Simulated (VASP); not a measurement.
# Sc12H (a cell with a defect) in VASP: single point with PBE

Aim: the single point of Sc12H (a cell with a defect) with PBE.

Everything below comes from runs of VASP 6.6.1. Logs are shortened: lines on timing, memory, paths and dates and some standing lists are left out, and cuts for length are marked.

### 1 The cell of the first run

The cell holds a defect, 13 atoms: a = 6.620 Å, b = 9.930 Å, c = 5.276 Å, α = 90.00°, β = 90.00°, γ = 120.00°.

### 2 Single point, PBE

INCAR

```
ALGO = Normal
EDIFF = 1E-7
ENCUT = 520
GGA = PE
ISIF = 2
ISMEAR = 0
LASPH = True
LCHARG = False
LREAL = False
LWAVE = False
NBANDS = 78
NELM = 60
PREC = Accurate
SIGMA = 0.05
```

KPOINTS

```
k-points
0
Gamma
  3 2 3
```

POSCAR

```
Sc12H
1.0
    6.6200000000      0.0000000000      0.0000000000
   -4.9650000000      8.5996320000      0.0000000000
    0.0000000000      0.0000000000      5.2761400000
Sc H
12 1
Direct
   -0.0019409527     -0.0006781686      0.0053512606
    0.1652806792      0.2217808855      0.5022235953
   -0.0008038492      0.3334220581      0.0018562813
    0.1654545912      0.5554987702      0.4987270997
   -0.0000406239      0.6662668821     -0.0007223084
    0.1659102978      0.8880282319      0.5018803519
    0.4984775212     -0.0010370211      0.0008911818
    0.6649891289      0.2210727157      0.4975781537
    0.4986784073      0.3325321363     -0.0027891603
    0.6658559208      0.5550993345      0.4943837730
    0.4980817030      0.6664229353     -0.0020981248
    0.6640209517      0.8880778852      0.5004397154
    0.3316284412      0.7771493013      1.2497958735
```

Potentials or basis: VASP PAW PBE potentials, release 64 (Sc_sv, H).

Command:

```
$ cat potpaw_PBE.64/Sc_sv/POTCAR potpaw_PBE.64/H/POTCAR > POTCAR
$ mpirun -np 1 vasp_std > vasp.out
```

OUTCAR:

```text
EDIFF = 1E-7
   ENCUT = 520
   GGA = PE
   ISIF = 2
   ISMEAR = 0
   LASPH = True
   LREAL = False
   NELM = 60
   PREC = Accurate

 ion  position               nearest neighbor table
   1  0.998  0.999  0.005-  12 3.24   2 3.25   6 3.25   2 3.27   6 3.28  12 3.28   7 3.31  11 3.31
                             9 3.31   5 3.31   3 3.31   7 3.31
   2  0.165  0.222  0.502-   9 3.24   1 3.25   3 3.26   3 3.26   1 3.27   9 3.28   8 3.31   8 3.31
                            10 3.31   4 3.31  12 3.32   6 3.32
   3  0.999  0.333  0.002-   8 3.24   4 3.24   2 3.26   2 3.26   4 3.27   8 3.28   5 3.30  11 3.30
                             9 3.31   9 3.31   1 3.31   7 3.32
   4  0.165  0.555  0.499-   3 3.24   5 3.25  11 3.25   5 3.25  11 3.26   3 3.27   6 3.30  12 3.30
                            10 3.31   2 3.31  10 3.31   8 3.32
   5  1.000  0.666  0.999-  10 3.24   6 3.24   4 3.25   4 3.25   6 3.27  10 3.28  11 3.30   7 3.30
                             3 3.30   1 3.31   9 3.32  11 3.32
   6  0.166  0.888  0.502-   5 3.24   1 3.25   7 3.25   7 3.26   5 3.27   1 3.28  12 3.30   4 3.30
                             8 3.31  10 3.31   2 3.32  12 3.32
   7  0.498  0.999  0.001-   8 3.24  12 3.25   6 3.25  12 3.25   6 3.26   8 3.27  11 3.30   5 3.30
                             1 3.31   9 3.31   1 3.31   3 3.32
   8  0.665  0.221  0.498-   3 3.24   7 3.24   9 3.26   9 3.26   7 3.27   3 3.28  12 3.30   6 3.31
                             2 3.31   2 3.31  10 3.31   4 3.32
   9  0.499  0.333  0.997-   2 3.24  10 3.25   8 3.26   8 3.26  10 3.27   2 3.28   3 3.31   3 3.31
                             1 3.31   7 3.31   5 3.32  11 3.32
  10  0.666  0.555  0.494-   5 3.24   9 3.25  11 3.25   9 3.27  11 3.28   5 3.28   4 3.31   6 3.31
                             2 3.31  12 3.31   8 3.31   4 3.31
  11  0.498  0.666  0.998-  12 3.24  10 3.25   4 3.25   4 3.26  12 3.27  10 3.28   5 3.30   7 3.30
                             3 3.30   1 3.31   9 3.32   5 3.32
  12  0.664  0.888  0.500-   1 3.24  11 3.24   7 3.25   7 3.25  11 3.27   1 3.28   6 3.30   4 3.30
                             8 3.30  10 3.31   2 3.32   6 3.32
  13  0.332  0.777  0.250-

  LATTYP: Found a simple monoclinic cell.
 ALAT       =     6.6200000000
 B/A-ratio  =     0.7970000000
 C/A-ratio  =     1.3228756170
 COS(beta)  =    -0.1889822420

  Lattice vectors:

 A1 = (   6.6200000000,   0.0000000000,   0.0000000000)
 A2 = (   0.0000000000,   0.0000000000,   5.2761400000)
 A3 = (  -1.6550000000,  -8.5996320000,   0.0000000000)

Analysis of symmetry for initial positions (statically):
=====================================================================
 Subroutine PRICEL returns:
 Original cell was already a primitive cell.

 Routine SETGRP: Setting up the symmetry group for a
 simple monoclinic supercell.

 Subroutine GETGRP returns: Found  1 space group operations
 (whereof  1 operations were pure point group operations)
 out of a pool of  4 trial point group operations.

The static configuration has the point symmetry C_1 .

Analysis of symmetry for dynamics (positions and initial velocities):
=====================================================================
 Subroutine PRICEL returns:
 Original cell was already a primitive cell.

 Routine SETGRP: Setting up the symmetry group for a
 simple monoclinic supercell.

 Subroutine GETGRP returns: Found  1 space group operations
 (whereof  1 operations were pure point group operations)
 out of a pool of  4 trial point group operations.

The dynamic configuration has the point symmetry C_1 .

 Subroutine INISYM returns: Found  1 space group operations
 (whereof  1 operations are pure point group operations),
 and found     1 'primitive' translations

----------------------------------------------------------------------------------------

                                     Primitive cell

  volume of cell :     300.3683

  direct lattice vectors                    reciprocal lattice vectors
     6.620000000  0.000000000  0.000000000     0.151057402  0.087213034  0.000000000
    -4.965000000  8.599632000  0.000000000     0.000000000  0.116284046  0.000000000
     0.000000000  0.000000000  5.276140000     0.000000000  0.000000000  0.189532499

  length of vectors
     6.620000000  9.929999775  5.276140000     0.174426065  0.116284046  0.189532499

  position of ions in fractional coordinates (direct lattice)
     0.998059047  0.999321831  0.005351261
     0.165280679  0.221780886  0.502223595
[... 66 lines left out ...]
 -----------------------------------------------------------------------------

 Subroutine IBZKPT returns following result:
 ===========================================

 Found     10 irreducible k-points:

 Following reciprocal coordinates:
            Coordinates               Weight
  0.000000  0.000000  0.000000      1.000000
  0.333333  0.000000  0.000000      2.000000
  0.000000  0.500000  0.000000      1.000000
  0.333333  0.500000  0.000000      2.000000
  0.000000  0.000000  0.333333      2.000000
  0.333333  0.000000  0.333333      2.000000
 -0.333333 -0.000000  0.333333      2.000000
  0.000000  0.500000  0.333333      2.000000
  0.333333  0.500000  0.333333      2.000000
 -0.333333  0.500000  0.333333      2.000000
   k-points           NKPTS =     10   k-points in BZ     NKDIM =     10   number of bands    NBANDS=     78
   number of dos      NEDOS =    301   number of ions     NIONS =     13
   total plane-waves  NPLWV = 160000
   dimension x,y,z NGX =    50 NGY =   80 NGZ =   40
   dimension x,y,z NGXF=   100 NGYF=  160 NGZF=   80
   ions per type =              12   1
   NGX,Y,Z   is equivalent  to a cutoff of  12.56, 13.39, 12.60 a.u.
   NGXF,Y,Z  is equivalent  to a cutoff of  25.11, 26.79, 25.21 a.u.
 SYSTEM =  unknown system
   PREC   = accura    normal or accurate (medium, high low for compatibility)
   ISTART =      0    job   : 0-new  1-cont  2-samecut
   ICHARG =      2    charge: 1-file 2-atom 10-const
   ISPIN  =      1    spin polarized calculation?
   LNONCOLLINEAR =      F non collinear calculations
   LSORBIT =      F    spin-orbit coupling
   LASPH  =      T    aspherical Exc in radial PAW
   ENCUT  =  520.0 eV  38.22 Ry    6.18 a.u.  12.31 18.46  9.81*2*pi/ulx,y,z
   NELM   =     60;   NELMIN=  2; NELMDL= -5     # of ELM steps
   EDIFF  = 0.1E-06   stopping-criterion for ELM
   LREAL  =      F    real-space projection
   EDIFFG = 0.1E-05   stopping-criterion for IOM
   NSW    =      0    number of steps for IOM
   IBRION =     -1    ionic relax: 0-MD 1-quasi-New 2-CG
   NFREE  =      0    steps in history (QN), initial steepest desc. (CG)
   ISIF   =      2    stress and relaxation
   ISYM   =      2    0-nonsym 1-usesym 2-fastsym
   POTIM  = 0.5000    time-step for ionic-motion
   TEBEG  =    0.0;   TEEND  =   0.0 temperature during run
   PSTRESS=    0.0 pullay stress
   NELECT =     133.0000    total number of electrons
   NUPDOWN=      -1.0000    fix difference up-down
   EMIN   =  10.00;   EMAX   =-10.00  energy-range for DOS
   EFERMI =   0.00;   METHOD = LEGACY
   ISMEAR =     0;   SIGMA  =   0.05  broadening in eV -4-tet -1-fermi 0-gaus
   EFERMI_NEDOS =   21; number of points for ismear=-14 and -15
   IALGO  =     38    algorithm
   IMIX   =      4    mixing-type and parameters
     AMIX     =   0.40;   BMIX     =  1.00
     AMIX_MAG =   1.60;   BMIX_MAG =  1.00
  volume/ion in A,a.u.               =      23.11       155.92
  Fermi-wavevector in a.u.,A,eV,Ry     =   1.247788  2.357977 21.183915  1.556974
  Thomas-Fermi vector in A             =   2.381904
   LORBIT       =      0    0 simple, 1 ext, 2 COOP (PROOUT), +10 PAW based schemes
   GGA     = PE    functional components
   LHFCALC =     F    Hartree Fock is set to
   AEXX    =    0.0000 exact exchange contribution
   IVDW    =     0    specifies the selected vdW correction
   LEPSILON=     F    determine dielectric tensor
   LRPA    =     F    only Hartree local field effects (RPA)
 non-spin polarized calculation
 Gauss-broadening in eV      SIGMA  =   0.05
  energy-cutoff  :      520.00
  volume of cell :      300.37
 maximum number of plane-waves:      8103
 NGX is ok and might be reduce to    50
   NGX = 25   NGY = 37   NGZ = 19

 number of electron     133.0000006 magnetization

 Free energy of the ion-electron system (eV)
  ---------------------------------------------------
  ext. energy  EPLUGINS =         0.00000000
  ---------------------------------------------------
  free energy    TOTEN  =       -79.04189973 eV

  energy without entropy =      -79.00266447  energy(sigma->0) =      -79.02228210

 E-fermi :   3.6503     XC(G=0):  -9.8611

 val. band max:        3.6349282484   @ k =   0.3333   0.5000   0.0000
 cond. band min:       3.6548063229   @ k =   0.3333   0.0000   0.3333
 fundamental gap:      0.0198780745
 Fermi energy:         3.6502837244

 k-point     1 :       0.0000    0.0000    0.0000
  band No.  band energies     occupation
      1     -45.8025      2.00000
      2     -45.7682      2.00000
      3     -45.7606      2.00000
      4     -45.7588      2.00000
      5     -45.7486      2.00000
      6     -45.7438      2.00000
[... 799 lines left out ...]
     77       4.5778      0.00000
     78       4.6798      0.00000

------------------------ aborting loop because EDIFF is reached ----------------------------------------

  FORCE on cell =-STRESS in cart. coord.  units (eV):
  Direction    XX          YY          ZZ          XY          YZ          ZX
  --------------------------------------------------------------------------------------
  -------------------------------------------------------------------------------------
  Total       -1.3075004     -1.4078204     -2.6496956      0.0531316     -0.0466634     -0.0773509
  in kB       -6.9742620     -7.5093729    -14.1335870      0.2834060     -0.2489043     -0.4125927
  external PRESSURE =      -9.5390740 kB  Pullay stress =       0.0000000 kB

 VOLUME and BASIS-vectors are now :
 -----------------------------------------------------------------------------
  energy-cutoff  :      520.00
  volume of cell :      300.37
      direct lattice vectors                 reciprocal lattice vectors
     6.620000000  0.000000000  0.000000000     0.151057402  0.087213034  0.000000000
    -4.965000000  8.599632000  0.000000000     0.000000000  0.116284046  0.000000000
     0.000000000  0.000000000  5.276140000     0.000000000  0.000000000  0.189532499

 POSITION                                       TOTAL-FORCE (eV/Angst)
 -----------------------------------------------------------------------------------
      1.64552      8.59380      0.02823         0.000095      0.000450     -0.003434
     -0.00698      1.90723      2.64980        -0.000435      0.001898      0.000574
      4.95924      2.86731      0.00979        -0.001912     -0.002803     -0.000776
     -1.66274      4.77709      2.63135        -0.000998      0.012154     -0.009696
      3.31172      5.72965      5.27233         0.007084      0.007338      0.007298
     -3.31073      7.63672      2.64799         0.007662     -0.007712     -0.010120
     -1.65993      8.59071      0.00470         0.003296     -0.013319      0.010212
      3.30460      1.90114      2.62529        -0.000443      0.000518      0.002057
      1.65023      2.85965      5.26142         0.000783      0.000708      0.001681
      1.65190      4.77365      2.60844        -0.000340     -0.002109      0.001348
     -0.01149      5.73099      5.26507        -0.007874      0.007023      0.007845
     -0.01349      7.63714      2.64039        -0.009999     -0.005019     -0.007598
     -1.66317      6.68320      1.31796         0.003080      0.000872      0.000608
 -----------------------------------------------------------------------------------
    total drift:                               -0.000200     -0.000190      0.000039

  FREE ENERGIE OF THE ION-ELECTRON SYSTEM (eV)
  ---------------------------------------------------
  free  energy   TOTEN  =       -79.0418997251 eV

  energy  without entropy=      -79.0026644711  energy(sigma->0) =      -79.02228210
```

It took 14 min on 1 thread of Intel Xeon 8259CL, shared host; peak memory 0.48 GiB.

What came out:

```yaml
Free_energy: -79.0419 eV
Pressure: -1.0 GPa
Largest_force: 0.017 eV/Å
Band_gap_on_the_k_mesh: zero (an odd number of electrons rules out a gap without spin polarisation)
```

Forces on the atoms (eV/Å):
```
Sc   0.000  0.000 -0.003
Sc   0.000  0.002  0.001
Sc  -0.002 -0.003 -0.001
Sc  -0.001  0.012 -0.010
Sc   0.007  0.007  0.007
Sc   0.008 -0.008 -0.010
Sc   0.003 -0.013  0.010
Sc   0.000  0.001  0.002
Sc   0.001  0.001  0.002
Sc   0.000 -0.002  0.001
Sc  -0.008  0.007  0.008
Sc  -0.010 -0.005 -0.008
H    0.003  0.001  0.001
```

Stress tensor (GPa, compression positive):
```
-0.70  0.03 -0.04
 0.03 -0.75 -0.02
-0.04 -0.02 -1.41
```

Caveat: the k points lie up to 0.40 Å⁻¹ apart, too coarse for converged energies and pressures of a metal.
